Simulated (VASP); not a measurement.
GaSb: single point with PBE

GaSb:

```
Ga Sb
1.0
     2.03925    1.17736    6.74932
    -2.03925    1.17736    6.74932
     0.00000   -2.35472    6.74932
Ga Sb
2 2
Direct
  0.43537 0.43537 0.43537
  0.56463 0.56463 0.56463
  0.05739 0.05739 0.05739
  0.94261 0.94261 0.94261
```

This cell differs from its parent crystal: P replaced by Sb, lengths x 1.084, strained.

```yaml
Program: VASP 6.6.1
Task: single point
Functional: PBE
Potentials_or_basis: VASP PAW PBE potentials, release 64 (Ga_d, Sb)
Cutoff: 520 eV
k_mesh: 12 × 12 × 12
Occupations: gaussian, width 0.01 eV
Spin: no spin polarisation
```

```json
{"Pressure": "22.0 GPa", "Largest force": "7.396 eV/Å", "Band gap on the k mesh": "0.18 eV, indirect (least direct gap 0.59 eV)"}
```

Forces on the atoms (eV/Å):
```
Ga   0.000  0.000  2.015
Ga   0.000  0.000 -2.015
Sb   0.000  0.000  7.396
Sb   0.000  0.000 -7.396
```

Stress tensor (GPa, compression positive):
```
15.14  0.00  0.00
 0.00 15.14  0.00
 0.00  0.00 35.69
```

Levels at points of the mesh, in eV from the valence-band top:
| k point | band 16 | band 17 | band 18 | band 19 | band 20 | band 21 |
| --- | --- | --- | --- | --- | --- | --- |
| (0.00, 0.00, 0.00) | -0.18 | 0.00 | 0.00 | 0.59 | 1.04 | 2.36 |
| (0.50, 0.00, 0.00) | -3.50 | -3.36 | -2.17 | 0.84 | 1.67 | 3.74 |
| (0.50, 0.50, 0.00) | -3.77 | -1.56 | -1.11 | 0.18 | 0.49 | 0.70 |
| (0.50, 0.50, 0.50) | -2.09 | -0.42 | -0.42 | 0.75 | 1.43 | 3.20 |

Wall time 9.9 min on 1 thread of Intel(R) Xeon(R) 6975P-C (Granite Rapids), with other jobs on the host, peak memory 0.65 GiB.

Caveat: the cell differs from its parent crystal (P replaced by Sb, lengths x 1.084, strained); spin-orbit coupling is left out, which moves the levels of the heavy elements; forces of over 1 eV/Å act on the atoms, so gaps and moduli don't describe the material at rest. A k mesh can miss the band edges.
